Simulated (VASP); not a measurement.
# CS2 (Cmce) in VASP: notebook

CS2 is run at these levels: PBEsol+D4, PBEsol; tasks: single point.

Program: VASP 6.6.1. These are calculated values, not measurements. Logs are shortened: lines on timing, memory, paths and dates and some standing lists are left out, and cuts for length are marked.

## Step 1: The cell of the first run

Symmetry: Cmce, No. 64, orthorhombic system. The conventional cell has a = 5.869 Å, b = 5.273 Å, c = 9.095 Å, α = 90.00°, β = 90.00°, γ = 90.00°. S (site symmetry m) has 1 C at 1.56 Å within 2.1 Å. C (site symmetry 2/m) has 2 S at 1.56 Å within 2.1 Å.

## Step 2: Single point, PBEsol+D4

INCAR

```
SYSTEM = CS2
  ALGO = Normal
  EDIFF = 1E-6
  ENCUT = 520
  GGA = PS
  ISIF = 2
  ISMEAR = -1
  IVDW = 13
  LASPH = .True.
  LCHARG = .False.
  LREAL = .False.
  LWAVE = .False.
  NBANDS = 25
  NELM = 80
  PREC = Accurate
  SIGMA = 0.05
```

KPOINTS

```
k-points
0
Gamma
  6 6 3
  0 0 0
```

POSCAR

```
CS2
1.0
    2.9347121199     -2.6362571631      0.0000000000
    2.9347121199      2.6362571631      0.0000000000
    0.0000000000      0.0000000000      9.0951055604
S C
4 2
Direct
    0.1949538073      0.8050461927      0.8711606751
    0.3050461927      0.6949538073      0.3711606751
    0.6949538073      0.3050461927      0.6288393249
    0.8050461927      0.1949538073      0.1288393249
    0.5000000000      0.5000000000      0.5000000000
    0.0000000000      0.0000000000      0.0000000000
```

Potentials or basis: VASP PAW PBE potentials, release 64 (S, C).

On the command line:

```sh
$ cat potpaw_PBE.64/S/POTCAR potpaw_PBE.64/C/POTCAR > POTCAR
$ mpirun -np 1 vasp_std > vasp.out
```

OUTCAR:

```text
SYSTEM = CS2
   EDIFF = 1E-6
   ENCUT = 520
   GGA = PS
   ISIF = 2
   ISMEAR = -1
   IVDW = 13
   LASPH = .True.
   LREAL = .False.
   NELM = 80
   PREC = Accurate

 ion  position               nearest neighbor table
   1  0.195  0.805  0.871-   6 1.56
   2  0.305  0.695  0.371-   5 1.56
   3  0.695  0.305  0.629-   5 1.56
   4  0.805  0.195  0.129-   6 1.56
   5  0.500  0.500  0.500-   2 1.56   3 1.56
   6  0.000  0.000  0.000-   1 1.56   4 1.56

  LATTYP: Found a base centered orthorhombic cell.
 ALAT       =     5.2725143262
 B/A-ratio  =     1.1132116248
 C/A-ratio  =     1.7250034799

  Lattice vectors:

 A1 = (  -2.9347121199,  -2.6362571631,   0.0000000000)
 A2 = (   2.9347121199,  -2.6362571631,   0.0000000000)
 A3 = (   0.0000000000,   0.0000000000,   9.0951055604)

Analysis of symmetry for initial positions (statically):
=====================================================================
 Subroutine PRICEL returns:
 Original cell was already a primitive cell.

 Routine SETGRP: Setting up the symmetry group for a
 base centered orthorhombic supercell.

 Subroutine GETGRP returns: Found  8 space group operations
 (whereof  4 operations were pure point group operations)
 out of a pool of  8 trial point group operations.

The static configuration has the point symmetry C_2h.
 The point group associated with its full space group is D_2h.

Analysis of symmetry for dynamics (positions and initial velocities):
=====================================================================
 Subroutine PRICEL returns:
 Original cell was already a primitive cell.

 Routine SETGRP: Setting up the symmetry group for a
 base centered orthorhombic supercell.

 Subroutine GETGRP returns: Found  8 space group operations
 (whereof  4 operations were pure point group operations)
 out of a pool of  8 trial point group operations.

The dynamic configuration has the point symmetry C_2h.
 The point group associated with its full space group is D_2h.

 Subroutine INISYM returns: Found  8 space group operations
 (whereof  4 operations are pure point group operations),
 and found     1 'primitive' translations

----------------------------------------------------------------------------------------

                                     Primitive cell

  volume of cell :     140.7314

  direct lattice vectors                    reciprocal lattice vectors
     2.934712120 -2.636257163  0.000000000     0.170374462 -0.189662832  0.000000000
     2.934712120  2.636257163  0.000000000     0.170374462  0.189662832  0.000000000
     0.000000000  0.000000000  9.095105560     0.000000000  0.000000000  0.109949246

  length of vectors
     3.944919145  3.944919145  9.095105560     0.254949892  0.254949892  0.109949246

  position of ions in fractional coordinates (direct lattice)
     0.194953807  0.805046193  0.871160675
     0.305046193  0.694953807  0.371160675
     0.694953807  0.305046193  0.628839325
     0.805046193  0.194953807  0.128839325
     0.500000000  0.500000000  0.500000000
     0.000000000  0.000000000  0.000000000

  ion indices of the primitive-cell ions
   primitive index   ion index
                 1           1
                 2           2
                 3           3
                 4           4
                 5           5
                 6           6

----------------------------------------------------------------------------------------

 KPOINTS: k-points

Automatic generation of k-mesh.
 Grid dimensions read from file:
 generate k-points for:    6    6    3

 Generating k-lattice:

  Cartesian coordinates                     Fractional coordinates (reciprocal lattice)
     0.028395744 -0.031610472  0.000000000     0.166666667  0.000000000  0.000000000
     0.028395744  0.031610472  0.000000000     0.000000000  0.166666667  0.000000000
     0.000000000  0.000000000  0.036649749     0.000000000  0.000000000  0.333333333

  Length of vectors
     0.042491649  0.042491649  0.036649749

  Shift w.r.t. Gamma in fractional coordinates (k-lattice)
     0.000000000  0.000000000  0.000000000

 Subroutine IBZKPT returns following result:
 ===========================================

 Found     26 irreducible k-points:

 Following reciprocal coordinates:
            Coordinates               Weight
  0.000000  0.000000  0.000000      1.000000
  0.166667  0.000000  0.000000      4.000000
  0.333333  0.000000  0.000000      4.000000
  0.500000  0.000000  0.000000      2.000000
  0.166667  0.166667  0.000000      2.000000
  0.333333  0.166667  0.000000      4.000000
[... 16 lines left out ...]
  0.333333  0.333333  0.333333      4.000000
  0.500000  0.333333  0.333333      8.000000
 [... further k-points ...]
   k-points           NKPTS =     26   k-points in BZ     NKDIM =     26   number of bands    NBANDS=     25
   number of dos      NEDOS =    301   number of ions     NIONS =      6
   total plane-waves  NPLWV =  63000
   dimension x,y,z NGX =    30 NGY =   30 NGZ =   70
   dimension x,y,z NGXF=    60 NGYF=   60 NGZF=  140
   ions per type =               4   2
   NGX,Y,Z   is equivalent  to a cutoff of  12.64, 12.64, 12.80 a.u.
   NGXF,Y,Z  is equivalent  to a cutoff of  25.29, 25.29, 25.59 a.u.
 SYSTEM =  CS2
   PREC   = accura    normal or accurate (medium, high low for compatibility)
   ISTART =      0    job   : 0-new  1-cont  2-samecut
   ICHARG =      2    charge: 1-file 2-atom 10-const
   ISPIN  =      1    spin polarized calculation?
   LNONCOLLINEAR =      F non collinear calculations
   LSORBIT =      F    spin-orbit coupling
   LASPH  =      T    aspherical Exc in radial PAW
   ENCUT  =  520.0 eV  38.22 Ry    6.18 a.u.   7.33  7.33 16.91*2*pi/ulx,y,z
   NELM   =     80;   NELMIN=  2; NELMDL= -5     # of ELM steps
   EDIFF  = 0.1E-05   stopping-criterion for ELM
   LREAL  =      F    real-space projection
   EDIFFG = 0.1E-04   stopping-criterion for IOM
   NSW    =      0    number of steps for IOM
   IBRION =     -1    ionic relax: 0-MD 1-quasi-New 2-CG
   NFREE  =      0    steps in history (QN), initial steepest desc. (CG)
   ISIF   =      2    stress and relaxation
   ISYM   =      2    0-nonsym 1-usesym 2-fastsym
   POTIM  = 0.5000    time-step for ionic-motion
   TEBEG  =    0.0;   TEEND  =   0.0 temperature during run
   PSTRESS=    0.0 pullay stress
   NELECT =      32.0000    total number of electrons
   NUPDOWN=      -1.0000    fix difference up-down
   EMIN   =  10.00;   EMAX   =-10.00  energy-range for DOS
   EFERMI =   0.00;   METHOD = LEGACY
   ISMEAR =    -1;   SIGMA  =   0.05  broadening in eV -4-tet -1-fermi 0-gaus
   EFERMI_NEDOS =   21; number of points for ismear=-14 and -15
   IALGO  =     38    algorithm
   IMIX   =      4    mixing-type and parameters
     AMIX     =   0.40;   BMIX     =  1.00
     AMIX_MAG =   1.60;   BMIX_MAG =  1.00
  volume/ion in A,a.u.               =      23.46       158.28
  Fermi-wavevector in a.u.,A,eV,Ry     =   0.999220  1.888252 13.584611  0.998441
  Thomas-Fermi vector in A             =   2.131496
   LORBIT       =      0    0 simple, 1 ext, 2 COOP (PROOUT), +10 PAW based schemes
   GGA     = PS    functional components
   LHFCALC =     F    Hartree Fock is set to
   AEXX    =    0.0000 exact exchange contribution
   IVDW    =    13    specifies the selected vdW correction
   LEPSILON=     F    determine dielectric tensor
   LRPA    =     F    only Hartree local field effects (RPA)
 non-spin polarized calculation
  energy-cutoff  :      520.00
  volume of cell :      140.73
 maximum number of plane-waves:      3815
 NGX is ok and might be reduce to    30
   NGX = 15   NGY = 15   NGZ = 33

 number of electron      32.0000000 magnetization

 Free energy of the ion-electron system (eV)
  ---------------------------------------------------
  ext. energy  EPLUGINS =         0.00000000
  ---------------------------------------------------
  free energy    TOTEN  =       -34.60477905 eV

  energy without entropy =      -34.60477905  energy(sigma->0) =      -34.60477905

 E-fermi :   1.4929     XC(G=0):  -8.2432

 val. band max:        0.4199671555   @ k =  -0.3333   0.3333   0.0000
 cond. band min:       2.9813903815   @ k =   0.5000   0.5000   0.0000
 fundamental gap:      2.5614232260
 Fermi energy:         1.4928551478

 k-point     1 :       0.0000    0.0000    0.0000
  band No.  band energies     occupation
      1     -14.9213      2.00000
      2     -14.7363      2.00000
      3     -12.7027      2.00000
      4     -12.3490      2.00000
      5      -6.4931      2.00000
      6      -5.5111      2.00000
[... 17 lines left out ...]
     24       8.5771      0.00000
     25       8.6357      0.00000

 k-point     2 :       0.1667    0.0000    0.0000
  band No.  band energies     occupation
      1     -14.8655      2.00000
      2     -14.7023      2.00000
      3     -12.6806      2.00000
      4     -12.3775      2.00000
      5      -6.4717      2.00000
      6      -5.5890      2.00000
[... 17 lines left out ...]
     24       8.1882      0.00000
     25       9.0781      0.00000

 k-point     3 :       0.3333    0.0000    0.0000
  band No.  band energies     occupation
      1     -14.7383      2.00000
      2     -14.6403      2.00000
      3     -12.6261      2.00000
      4     -12.4554      2.00000
      5      -6.3721      2.00000
      6      -5.8126      2.00000
[... 552 lines left out ...]
 k-point    23 :       0.3333    0.3333    0.3333
  band No.  band energies     occupation
      1     -14.6085      2.00000
      2     -14.5579      2.00000
      3     -12.5412      2.00000
      4     -12.4674      2.00000
      5      -6.2099      2.00000
      6      -6.0702      2.00000
[... 17 lines left out ...]
     24       8.1020      0.00000
     25       9.4538      0.00000

 k-point    24 :       0.5000    0.3333    0.3333
  band No.  band energies     occupation
      1     -14.5481      2.00000
      2     -14.5183      2.00000
      3     -12.5289      2.00000
      4     -12.4939      2.00000
      5      -6.1332      2.00000
      6      -6.1096      2.00000
[... 17 lines left out ...]
     24       8.2901      0.00000
     25       9.3191      0.00000

 [... further k-points ...]

------------------------ aborting loop because EDIFF is reached ----------------------------------------

  DFT-D4 for vdW energy calculation

  Edisp (eV):   -0.67271

  FORCE on cell =-STRESS in cart. coord.  units (eV):
  Direction    XX          YY          ZZ          XY          YZ          ZX
  --------------------------------------------------------------------------------------
  -------------------------------------------------------------------------------------
  Total      -0.03945    -0.64948    -0.83155     0.00000     0.00000     0.00000
  in kB      -0.44907    -7.39409    -9.46692     0.00000     0.00000     0.00000
  external pressure =       -5.77 kB  Pullay stress =        0.00 kB

 VOLUME and BASIS-vectors are now :
 -----------------------------------------------------------------------------
  energy-cutoff  :      520.00
  volume of cell :      140.73
      direct lattice vectors                 reciprocal lattice vectors
     2.934712120 -2.636257163  0.000000000     0.170374462 -0.189662832  0.000000000
     2.934712120  2.636257163  0.000000000     0.170374462  0.189662832  0.000000000
     0.000000000  0.000000000  9.095105560     0.000000000  0.000000000  0.109949246

 POSITION                                       TOTAL-FORCE (eV/Angst)
 -----------------------------------------------------------------------------------
      2.93471      1.60836      7.92330        -0.000000      0.145968      0.169530
      2.93471      1.02790      3.37575        -0.000000     -0.145968      0.169530
      2.93471     -1.02790      5.71936        -0.000000      0.145968     -0.169530
      2.93471     -1.60836      1.17181        -0.000000     -0.145968     -0.169530
      2.93471      0.00000      4.54755         0.000000     -0.000000      0.000000
      0.00000      0.00000      0.00000        -0.000000     -0.000000      0.000000
 -----------------------------------------------------------------------------------
    total drift:                                0.000000      0.000000      0.000000

  FREE ENERGIE OF THE ION-ELECTRON SYSTEM (eV)
  ---------------------------------------------------
  free  energy   TOTEN  =       -35.2774877811 eV

  energy  without entropy=      -35.2774877810  energy(sigma->0) =      -35.27748778
```

It took 67 s on 1 thread of AMD EPYC 7R13 (Zen 3), shared host; peak memory 0.23 GiB.

Results:

* Free energy: -35.2775 eV
* Pressure: -0.6 GPa
* Largest force: 0.224 eV/Å
* Band gap on the k mesh: 2.56 eV, indirect (least direct gap 2.59 eV)
* Dispersion energy per atom: -0.112 eV

Forces on the atoms (eV/Å):
```
S    0.000  0.146  0.170
S    0.000 -0.146  0.170
S    0.000  0.146 -0.170
S    0.000 -0.146 -0.170
C    0.000  0.000  0.000
C    0.000  0.000  0.000
```

Caveat: the PAW data sets were made with another functional, which shifts forces and pressure a little. As with any semilocal functional, this PBEsol gap is likely too small.

[end of part 1 of 2]
